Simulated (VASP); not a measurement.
**CoSi2: single point with PBE**

CoSi2:

```
CELL_PARAMETERS angstrom
0.00000 2.76643 2.76643
2.76643 0.00000 2.76643
2.76643 2.76643 0.00000
ATOMIC_POSITIONS crystal
Co 0.00000 0.00000 0.00000
Si 0.25000 0.25000 0.25000
Si 0.75000 0.75000 0.75000
```

```
Program             : VASP 6.6.1
Task                : single point
Functional          : PBE
Potentials or basis : VASP PAW PBE potentials, release 64 (Co, Si)
Cutoff              : 520 eV
k mesh              : 14 × 14 × 14
Occupations         : gaussian, width 0.1 eV
Spin                : no spin polarisation
```

```json
{
 "Pressure": "-13.7 GPa",
 "Band gap on the k mesh": "zero (an odd number of electrons rules out a gap without spin polarisation)"
}
```

Levels at points of the mesh, in eV from the Fermi level:
| k point | band 7 | band 8 | band 9 | band 10 | band 11 | band 12 |
| --- | --- | --- | --- | --- | --- | --- |
| (0.00, 0.00, 0.00) | -0.15 | 3.04 | 3.04 | 3.04 | 3.41 | 3.41 |
| (0.50, 0.00, 0.00) | -1.38 | -0.42 | -0.42 | 2.37 | 3.12 | 3.12 |
| (0.50, 0.50, 0.00) | -1.71 | -1.64 | -1.13 | 1.20 | 2.88 | 8.44 |

Run time: 44 s on 1 thread of Intel(R) Xeon(R) Platinum 8559C (Emerald Rapids), on a shared host, peak memory 0.21 GiB.

Caveat: the cell stands under tension; the run has no spin polarisation, though such a crystal can be magnetic. Spin polarisation is off, so any magnetic state and its effect on volume and gap are missing.
